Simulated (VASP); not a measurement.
Here is a VASP 6.6.1 calculation.

INCAR

```
PREC     = Accurate       # precision mode
ENCUT    = 520            # plane-wave cutoff, eV
EDIFF    = 1E-6           # SCF threshold, eV
ISMEAR   = 0              # smearing method
SIGMA    = 0.02           # smearing width, eV
LREAL    = F              # projectors in reciprocal space
LASPH    = T              # aspherical terms in the spheres
NELM     = 80             # most SCF steps
ALGO     = Normal         # electronic algorithm
ISIF     = 2              # what is computed and relaxed
LWAVE    = F              # write WAVECAR
LCHARG   = F              # write CHGCAR
GGA      = PE             # functional
NBANDS   = 62             # bands
KPAR     = 4
```

Contents of KPOINTS:

```
regular mesh
0
Gamma
  8 6 2
```

Contents of POSCAR:

```
Ga2SeS3
1.0
    3.7163727885      0.0000000000      0.0000000000
   -0.0001706026      6.2594703412      0.0000000000
   -0.2538947425     -0.1083216028     14.3657874306
Ga Se S
4 2 6
Direct
    0.9790123813      0.3334436688      0.1133686528
    0.4791619652      0.8342891780      0.1135236933
    0.9907185570      0.3363566310      0.2855761034
    0.4908126709      0.8372330553      0.2855830035
    0.0252016925      0.9120105344      0.6307591431
    0.5251579477      0.5596239770      0.6366666119
    0.0344339345      0.9171872898      0.7727734533
    0.5357614031      0.5850388869      0.7783066643
    0.4739443222      0.1684008825      0.0393786995
    0.9740837262      0.6685167214      0.0397749150
    0.4958329610      0.1739847334      0.3602835918
    0.9958784385      0.6739144415      0.3600054679
```

Potentials or basis: VASP PAW PBE potentials, release 64 (Ga_d, Se, S).

The run is started by

```bash
$ cat potpaw_PBE.64/Ga_d/POTCAR potpaw_PBE.64/Se/POTCAR potpaw_PBE.64/S/POTCAR > POTCAR
$ mpirun -np 4 vasp_std > vasp.out
```

Question: Estimate the pressure.

Answer: 0.0 GPa.

Question: What does it give for the band gap on the k mesh?

Answer: 0.81 eV (least direct gap 0.84 eV).

Forces in eV/Å, atoms in the order of the input:
```
Ga   0.001  0.001  0.010
Ga   0.000  0.000  0.009
Ga   0.000  0.002 -0.008
Ga  -0.001  0.001 -0.007
Se   0.000 -0.008  0.025
Se   0.000  0.005  0.023
S    0.000  0.003 -0.026
S    0.000 -0.006 -0.028
S    0.000 -0.001 -0.012
S    0.000  0.002 -0.013
S    0.000  0.000  0.012
S    0.000  0.001  0.016
```

A k mesh can miss the band edges.
